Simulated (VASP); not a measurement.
# Sn (I4/mmm) in VASP: notebook

Sn is run at these levels: BLYP+D4, PBE+D3(BJ), PBE+D4; tasks: relaxation of cell and atoms.

Everything below comes from runs of VASP 6.6.1. Logs are shortened: lines on timing, memory, paths and dates and some standing lists are left out, and cuts for length are marked.

## Step 1: The cell of the first run

It takes space group I4/mmm (No. 139, tetragonal). Conventional cell: a = 4.058 Å, b = 4.058 Å, c = 3.322 Å, α = 90.00°, β = 90.00°, γ = 90.00°. Sn (site symmetry 4/mmm) has 14 Sn at 3.32 to 4.06 Å within 4.4 Å.

## Step 2: Relaxation of cell and atoms, BLYP+D4

Input file INCAR:

```
PREC     = Accurate       # precision mode
ENCUT    = 600            # plane-wave cutoff, eV
EDIFF    = 1E-6           # SCF threshold, eV
ISMEAR   = -1             # smearing method
SIGMA    = 0.05           # smearing width, eV
LREAL    = F              # projectors in reciprocal space
LASPH    = T              # aspherical terms in the spheres
NELM     = 80             # most SCF steps
ALGO     = Normal         # electronic algorithm
ISIF     = 3              # what is computed and relaxed
LWAVE    = F              # write WAVECAR
LCHARG   = F              # write CHGCAR
GGA      = B5             # functional
ALDAX    = 1.0          
AGGAX    = 1.0          
AGGAC    = 1.0          
ALDAC    = 0.0          
IVDW     = 13             # dispersion correction
VDW_S6   = 1.0          
VDW_S8   = 2.34076671   
VDW_A1   = 0.44488865   
VDW_A2   = 4.0933009    
IBRION   = 2              # ionic algorithm
NSW      = 60             # ionic steps
EDIFFG   = -0.01          # ionic threshold
```

Input file KPOINTS:

```
regular mesh
0
Gamma
  10 10 10
```

Input file POSCAR:

```
Sn
1.0
   -2.0291894110      2.0291894110      1.6607599896
    2.0291894110     -2.0291894110      1.6607599896
    2.0291894110      2.0291894110     -1.6607599896
Sn
1
Direct
    0.0000000000      0.0000000000      0.0000000000
```

Potentials or basis: VASP PAW PBE potentials, release 64 (Sn_d).

The run is started by

```
$ cat potpaw_PBE.64/Sn_d/POTCAR > POTCAR
$ mpirun -np 1 vasp_std > vasp.out
```

OUTCAR:

```text
PREC = Accurate
   ENCUT = 600
   EDIFF = 1E-6
   ISMEAR = -1
   LREAL = F
   LASPH = T
   NELM = 80
   ISIF = 3
   GGA = B5
   IVDW = 13
   IBRION = 2
   NSW = 60
   EDIFFG = -0.01

 ion  position               nearest neighbor table
   1  0.000  0.000  0.000-

  LATTYP: Found a body centered tetragonal cell.
 ALAT       =     4.0583788220
 C/A-ratio  =     0.8184351745

  Lattice vectors:

 A1 = (  -2.0291894110,   2.0291894110,   1.6607599896)
 A2 = (   2.0291894110,  -2.0291894110,   1.6607599896)
 A3 = (   2.0291894110,   2.0291894110,  -1.6607599896)

Analysis of symmetry for initial positions (statically):
=====================================================================
 Subroutine PRICEL returns:
 Original cell was already a primitive cell.

 Routine SETGRP: Setting up the symmetry group for a
 body centered tetragonal supercell.

 Subroutine GETGRP returns: Found 16 space group operations
 (whereof 16 operations were pure point group operations)
 out of a pool of 16 trial point group operations.

The static configuration has the point symmetry D_4h.

Analysis of symmetry for dynamics (positions and initial velocities):
=====================================================================
 Subroutine PRICEL returns:
 Original cell was already a primitive cell.

 Routine SETGRP: Setting up the symmetry group for a
 body centered tetragonal supercell.

 Subroutine GETGRP returns: Found 16 space group operations
 (whereof 16 operations were pure point group operations)
 out of a pool of 16 trial point group operations.

The dynamic configuration has the point symmetry D_4h.

 Subroutine INISYM returns: Found 16 space group operations
 (whereof 16 operations are pure point group operations),
 and found     1 'primitive' translations

----------------------------------------------------------------------------------------

                                     Primitive cell

  volume of cell :      27.3534

  direct lattice vectors                    reciprocal lattice vectors
    -2.029189411  2.029189411  1.660759990     0.000000000  0.246403809  0.301066983
     2.029189411 -2.029189411  1.660759990     0.246403809  0.000000000  0.301066983
     2.029189411  2.029189411 -1.660759990     0.246403809  0.246403809  0.000000000

  length of vectors
     3.315621069  3.315621069  3.315621069     0.389045197  0.389045197  0.348467608

  position of ions in fractional coordinates (direct lattice)
     0.000000000  0.000000000  0.000000000

  ion indices of the primitive-cell ions
   primitive index   ion index
                 1           1

----------------------------------------------------------------------------------------

 KPOINTS: regular mesh

Automatic generation of k-mesh.
 Grid dimensions read from file:
 generate k-points for:   10   10   10

 Generating k-lattice:

  Cartesian coordinates                     Fractional coordinates (reciprocal lattice)
     0.000000000  0.024640381  0.030106698     0.100000000 -0.000000000  0.000000000
     0.024640381  0.000000000  0.030106698    -0.000000000  0.100000000  0.000000000
     0.024640381  0.024640381  0.000000000     0.000000000  0.000000000  0.100000000

  Length of vectors
     0.038904520  0.038904520  0.034846761

  Shift w.r.t. Gamma in fractional coordinates (k-lattice)
     0.000000000  0.000000000  0.000000000

 Subroutine IBZKPT returns following result:
 ===========================================

 Found    102 irreducible k-points:

 Following reciprocal coordinates:
            Coordinates               Weight
  0.000000  0.000000  0.000000      1.000000
  0.100000  0.000000  0.000000      8.000000
  0.200000  0.000000  0.000000      8.000000
  0.300000  0.000000  0.000000      8.000000
  0.400000  0.000000  0.000000      8.000000
  0.500000  0.000000  0.000000      4.000000
[... 16 lines left out ...]
  0.300000  0.300000  0.000000      8.000000
  0.400000  0.300000  0.000000     16.000000
 [... further k-points ...]
   k-points           NKPTS =    102   k-points in BZ     NKDIM =    102   number of bands    NBANDS=     11
   number of dos      NEDOS =    301   number of ions     NIONS =      1
   total plane-waves  NPLWV =  21952
   dimension x,y,z NGX =    28 NGY =   28 NGZ =   28
   dimension x,y,z NGXF=    56 NGYF=   56 NGZF=   56
   ions per type =               1
   NGX,Y,Z   is equivalent  to a cutoff of  14.04, 14.04, 14.04 a.u.
   NGXF,Y,Z  is equivalent  to a cutoff of  28.08, 28.08, 28.08 a.u.
 SYSTEM =  unknown system
   PREC   = accura    normal or accurate (medium, high low for compatibility)
   ISTART =      0    job   : 0-new  1-cont  2-samecut
   ICHARG =      2    charge: 1-file 2-atom 10-const
   ISPIN  =      1    spin polarized calculation?
   LNONCOLLINEAR =      F non collinear calculations
   LSORBIT =      F    spin-orbit coupling
   LASPH  =      T    aspherical Exc in radial PAW
   ENCUT  =  600.0 eV  44.10 Ry    6.64 a.u.   6.62  6.62  6.62*2*pi/ulx,y,z
   NELM   =     80;   NELMIN=  2; NELMDL= -5     # of ELM steps
   EDIFF  = 0.1E-05   stopping-criterion for ELM
   LREAL  =      F    real-space projection
   EDIFFG = -.1E-01   stopping-criterion for IOM
   NSW    =     60    number of steps for IOM
   IBRION =      2    ionic relax: 0-MD 1-quasi-New 2-CG
   NFREE  =      1    steps in history (QN), initial steepest desc. (CG)
   ISIF   =      3    stress and relaxation
   ISYM   =      2    0-nonsym 1-usesym 2-fastsym
   POTIM  = 0.5000    time-step for ionic-motion
   TEBEG  =    0.0;   TEEND  =   0.0 temperature during run
   PSTRESS=    0.0 pullay stress
   NELECT =      14.0000    total number of electrons
   NUPDOWN=      -1.0000    fix difference up-down
   EMIN   =  10.00;   EMAX   =-10.00  energy-range for DOS
   EFERMI =   0.00;   METHOD = LEGACY
   ISMEAR =    -1;   SIGMA  =   0.05  broadening in eV -4-tet -1-fermi 0-gaus
   EFERMI_NEDOS =   21; number of points for ismear=-14 and -15
   IALGO  =     38    algorithm
   IMIX   =      4    mixing-type and parameters
     AMIX     =   0.40;   BMIX     =  1.00
     AMIX_MAG =   1.60;   BMIX_MAG =  1.00
  volume/ion in A,a.u.               =      27.35       184.59
  Fermi-wavevector in a.u.,A,eV,Ry     =   1.309524  2.474642 23.331997  1.714853
  Thomas-Fermi vector in A             =   2.440117
   LORBIT       =      0    0 simple, 1 ext, 2 COOP (PROOUT), +10 PAW based schemes
   GGA     = B5    functional components
   LHFCALC =     F    Hartree Fock is set to
   AEXX    =    0.0000 exact exchange contribution
   IVDW    =    13    specifies the selected vdW correction
   LEPSILON=     F    determine dielectric tensor
   LRPA    =     F    only Hartree local field effects (RPA)
 conjugate gradient relaxation of ions
 non-spin polarized calculation
  energy-cutoff  :      600.00
  volume of cell :       27.35
 maximum number of plane-waves:       937
   NGX = 13   NGY = 13   NGZ = 13

--------------------------------------- Ionic step        1  -------------------------------------------

 number of electron      14.0000001 magnetization

 Free energy of the ion-electron system (eV)
  ---------------------------------------------------
  ext. energy  EPLUGINS =         0.00000000
  ---------------------------------------------------
  free energy    TOTEN  =        -2.90174899 eV

  energy without entropy =       -2.89667234  energy(sigma->0) =       -2.89921067

------------------------ aborting loop because EDIFF is reached ----------------------------------------

  DFT-D4 for vdW energy calculation

  Edisp (eV):   -0.78354

  FORCE on cell =-STRESS in cart. coord.  units (eV):
  Direction    XX          YY          ZZ          XY          YZ          ZX
  --------------------------------------------------------------------------------------
  -------------------------------------------------------------------------------------
  Total       0.15555     0.15555     0.27512     0.00000    -0.00000    -0.00000
  in kB       9.11096     9.11096    16.11490     0.00000    -0.00000    -0.00000
  external pressure =       11.45 kB  Pullay stress =        0.00 kB
[... 59 lines left out ...]
  energy  without entropy=       -3.6822955455  energy(sigma->0) =       -3.68506491

--------------------------------------- Ionic step        3  -------------------------------------------

 number of electron      14.0000002 magnetization

 Free energy of the ion-electron system (eV)
  ---------------------------------------------------
  ext. energy  EPLUGINS =         0.00000000
  ---------------------------------------------------
  free energy    TOTEN  =        -2.92271516 eV

  energy without entropy =       -2.91723450  energy(sigma->0) =       -2.91997483

 E-fermi :   8.1440     XC(G=0):  -9.5975

 val. band max:        8.1131129929   @ k =  -0.3000  -0.4000   0.3000
 cond. band min:       8.1712712929   @ k =   0.5000   0.2000   0.0000
 fundamental gap:      0.0581583000
 Fermi energy:         8.1440155723

 k-point     1 :       0.0000    0.0000    0.0000
  band No.  band energies     occupation
      1     -13.3705      2.00000
      2     -13.3026      2.00000
      3     -13.3026      2.00000
      4     -13.2948      2.00000
      5     -13.1895      2.00000
      6      -2.7123      2.00000
      7      14.6276      0.00000
      8      14.6276      0.00000
      9      16.8711      0.00000
     10      18.4545      0.00000
     11      19.7714      0.00000
[... 309 lines left out ...]
 k-point    24 :       0.4000    0.3000    0.0000
  band No.  band energies     occupation
      1     -13.3444      2.00000
      2     -13.2682      2.00000
      3     -13.2445      2.00000
      4     -13.2170      2.00000
      5     -13.1971      2.00000
      6       2.0681      2.00000
      7       5.7357      2.00000
      8       7.1259      2.00000
      9      12.4606      0.00000
     10      17.3479      0.00000
     11      19.5503      0.00000

 [... further k-points ...]

------------------------ aborting loop because EDIFF is reached ----------------------------------------

  DFT-D4 for vdW energy calculation

  Edisp (eV):   -0.76517

  FORCE on cell =-STRESS in cart. coord.  units (eV):
  Direction    XX          YY          ZZ          XY          YZ          ZX
  --------------------------------------------------------------------------------------
  -------------------------------------------------------------------------------------
  Total      -0.00085    -0.00085     0.00448     0.00000     0.00000    -0.00000
  in kB      -0.04854    -0.04854     0.25609     0.00000     0.00000    -0.00000
  external pressure =        0.05 kB  Pullay stress =        0.00 kB
[... 16 lines left out ...]
  FREE ENERGIE OF THE ION-ELECTRON SYSTEM (eV)
  ---------------------------------------------------
  free  energy   TOTEN  =        -3.6878821822 eV

  energy  without entropy=       -3.6824015261  energy(sigma->0) =       -3.68514185

 reached required accuracy - stopping structural energy minimisation
```

Wall time 63 s (1 thread of Intel Xeon Platinum 8488C (Sapphire Rapids), shared host); peak memory 0.18 GiB.

Results:

```
Free energy                            : -3.6879 eV
Relaxed volume                         : 28.04 Å³/atom
Relaxed cell                           : a = 3.342 Å, b = 3.342 Å, c = 3.342 Å, α = 104.64°, β = 104.64°, γ = 119.63°
Space group after relaxing (to 0.05 Å) : I4/mmm (No. 139)
Energy gained by relaxing              : 2.6 meV/atom
Ionic steps                            : 3
Pressure after relaxing                : 0.0 GPa
Band gap on the k mesh                 : zero (band 7 reaches 14.63 eV, above the bottom of band 8 at 6.31 eV)
Dispersion energy per atom             : -0.765 eV
```

Step by step:
```tsv
step	energy change (eV)	largest force (eV/Å)	pressure (GPa)	volume (Å³)
1	0.0000	0.0000	1.14	27.35
2	-0.0025	0.0000	-0.15	28.13
3	-0.0026	0.0000	0.01	28.04
```

Final structure:
```
CELL_PARAMETERS angstrom
-2.04258 2.04258 1.68015
2.04258 -2.04258 1.68015
2.04258 2.04258 -1.68015
ATOMIC_POSITIONS crystal
Sn 0.00000 0.00000 0.00000
```

Caveat: the PAW data sets were made with another functional, which shifts forces and pressure a little; spin-orbit coupling is left out, which moves the levels of the heavy elements; pairwise dispersion overbinds metals, which lowers pressure and volume.

## Step 3: Relaxation of cell and atoms, PBE+D3(BJ)

Input file INCAR:

```
PREC     = Accurate       # precision mode
ENCUT    = 600            # plane-wave cutoff, eV
EDIFF    = 1E-6           # SCF threshold, eV
ISMEAR   = -1             # smearing method
SIGMA    = 0.05           # smearing width, eV
LREAL    = False          # projectors in reciprocal space
LASPH    = True           # aspherical terms in the spheres
NELM     = 80             # most SCF steps
ALGO     = Fast           # electronic algorithm
ISIF     = 3              # what is computed and relaxed
LWAVE    = False          # write WAVECAR
LCHARG   = False          # write CHGCAR
GGA      = PE             # functional
IVDW     = 12             # dispersion correction
IBRION   = 2              # ionic algorithm
NSW      = 60             # ionic steps
EDIFFG   = -0.01          # ionic threshold
```

Input file KPOINTS:

```
Automatic mesh
0
Gamma
  10 10 10
```

POSCAR is that of step 2.

Potentials or basis: VASP PAW PBE potentials, release 64 (Sn_d).

The run is started by

```
$ cat potpaw_PBE.64/Sn_d/POTCAR > POTCAR
$ mpirun -np 1 vasp_std > vasp.out
```

Wall time 86 s (1 thread of Intel Xeon Platinum 8488C (Sapphire Rapids), shared host); peak memory 0.19 GiB.

It converged, with:

```yaml
Free_energy: -4.1671 eV
Relaxed_volume: 26.54 Å³/atom
Relaxed_cell: a = 3.278 Å, b = 3.278 Å, c = 3.278 Å, α = 104.91°, β = 104.91°, γ = 119.05°
Space_group_after_relaxing_to_0.05_Å: I4/mmm (No. 139)
Energy_gained_by_relaxing: 5.0 meV/atom
Ionic_steps: 8
Pressure_after_relaxing: 0.0 GPa
Band_gap_on_the_k_mesh: zero (band 7 reaches 15.47 eV, above the bottom of band 8 at 6.20 eV)
Dispersion_energy_per_atom: -0.395 eV
```

The path:
```tsv
step	energy change (eV)	largest force (eV/Å)	pressure (GPa)	volume (Å³)
1	0.0000	0.0000	-1.32	27.35
2	-0.0047	0.0000	0.18	26.47
3	-0.0047	0.0000	0.08	26.49
4	-0.0049	0.0000	0.04	26.53
5	-0.0049	0.0000	-0.05	26.55
6	-0.0050	0.0000	-0.07	26.54
7	-0.0050	0.0000	-0.05	26.54
8	-0.0050	0.0000	-0.02	26.54
```

Final structure:
```yaml
crystal:
  lattice:
    - [-1.99767, 1.99767, 1.66253]
    - [1.99767, -1.99767, 1.66253]
    - [1.99767, 1.99767, -1.66253]
  atoms:
    - { symbol: Sn, position: [0.00000, 0.00000, 0.00000] }
```

Levels at points of the mesh, in eV from the Fermi level:
```
           k point  band 5  band 6  band 7  band 8  band 9  band 10
(0.00, 0.00, 0.00)  -21.36  -11.24    7.14    7.14    9.52    10.63
(0.50, 0.00, 0.00)  -21.31   -5.82   -4.31    3.20    4.52     7.40
(0.50, 0.50, 0.00)  -21.32   -7.24   -4.80    5.75    7.81    10.38
(0.50, 0.50, 0.50)  -21.30   -3.12   -1.53   -1.53    2.30     3.10
```

Caveat: spin-orbit coupling is left out, which moves the levels of the heavy elements; pairwise dispersion overbinds metals, which lowers pressure and volume.

## Step 4: Relaxation of cell and atoms, PBE+D4

Input file INCAR:

```
PREC     = Accurate       # precision mode
ENCUT    = 600            # plane-wave cutoff, eV
EDIFF    = 1E-7           # SCF threshold, eV
ISMEAR   = -1             # smearing method
SIGMA    = 0.05           # smearing width, eV
LREAL    = F              # projectors in reciprocal space
LASPH    = T              # aspherical terms in the spheres
NELM     = 100            # most SCF steps
ALGO     = Fast           # electronic algorithm
ISIF     = 3              # what is computed and relaxed
LWAVE    = F              # write WAVECAR
LCHARG   = F              # write CHGCAR
GGA      = PE             # functional
IVDW     = 13             # dispersion correction
IBRION   = 2              # ionic algorithm
NSW      = 60             # ionic steps
EDIFFG   = -0.01          # ionic threshold
```

KPOINTS is that of step 3.

POSCAR is that of step 3.

The run is started by

```
$ cat potpaw_PBE.64/Sn_d/POTCAR > POTCAR
$ mpirun -np 1 vasp_std > vasp.out
```

Wall time 1.7 min (1 thread of Intel Xeon Platinum 8488C (Sapphire Rapids), shared host); peak memory 0.19 GiB.

The run converged. Its results:

| Item | Value |
| --- | --- |
| Free energy | -4.2039 eV |
| Relaxed volume | 26.52 Å³/atom |
| Relaxed cell | a = 3.277 Å, b = 3.277 Å, c = 3.277 Å, α = 104.92°, β = 104.92°, γ = 119.02° |
| Space group after relaxing (to 0.05 Å) | I4/mmm (No. 139) |
| Energy gained by relaxing | 5.3 meV/atom |
| Ionic steps | 7 |
| Pressure after relaxing | 0.0 GPa |
| Band gap on the k mesh | zero (band 7 reaches 15.49 eV, above the bottom of band 8 at 6.21 eV) |
| Dispersion energy per atom | -0.432 eV |

The path:
| step | energy change (eV) | largest force (eV/Å) | pressure (GPa) | volume (Å³) |
| --- | --- | --- | --- | --- |
| 1 | 0.0000 | 0.0000 | -1.45 | 27.35 |
| 2 | -0.0049 | 0.0000 | 0.26 | 26.39 |
| 3 | -0.0050 | 0.0000 | 0.16 | 26.45 |
| 4 | -0.0050 | 0.0000 | 0.10 | 26.47 |
| 5 | -0.0052 | 0.0000 | 0.00 | 26.51 |
| 6 | -0.0053 | 0.0000 | -0.06 | 26.52 |
| 7 | -0.0053 | 0.0000 | -0.03 | 26.52 |

Final structure:
```
CELL_PARAMETERS angstrom
-1.99675 1.99675 1.66274
1.99675 -1.99675 1.66274
1.99675 1.99675 -1.66274
ATOMIC_POSITIONS crystal
Sn 0.00000 0.00000 0.00000
```

Levels at points of the mesh, in eV from the Fermi level:
| k point | band 4 | band 5 | band 6 | band 7 | band 8 | band 9 | band 10 | band 11 |
| --- | --- | --- | --- | --- | --- | --- | --- | --- |
| (0.00, 0.00, 0.00) | -21.48 | -21.36 | -11.25 | 7.15 | 7.15 | 9.53 | 10.64 | 11.86 |
| (0.50, 0.00, 0.00) | -21.34 | -21.31 | -5.82 | -4.31 | 3.20 | 4.52 | 7.41 | 7.54 |
| (0.50, 0.50, 0.00) | -21.41 | -21.32 | -7.24 | -4.81 | 5.74 | 7.80 | 10.38 | 10.83 |
| (0.50, 0.50, 0.50) | -21.33 | -21.30 | -3.12 | -1.53 | -1.53 | 2.29 | 3.10 | 5.90 |

Caveat: spin-orbit coupling is left out, which moves the levels of the heavy elements; pairwise dispersion overbinds metals, which lowers pressure and volume.

## Step 5: The runs side by side

```csv
level,gap on the mesh (eV),pressure (GPa),relaxed volume (Å³/atom)
BLYP+D4,none,0.0,28.04
PBE+D3(BJ),none,0.0,26.54
PBE+D4,none,0.0,26.52
```

Alike in all rows: task relaxation of cell and atoms; potentials or basis VASP PAW PBE potentials, release 64 (Sn_d); no spin polarisation; cell relaxed; k mesh 10 × 10 × 10; cutoff (eV) 600; smearing fermi-dirac 0.05 eV.

Caveats: spin-orbit coupling is left out, which moves the levels of the heavy elements; pairwise dispersion overbinds metals, which lowers pressure and volume; the PAW data sets were made with another functional, which shifts forces and pressure a little (some runs).

Absolute energies hang on the potentials; compare differences alone.
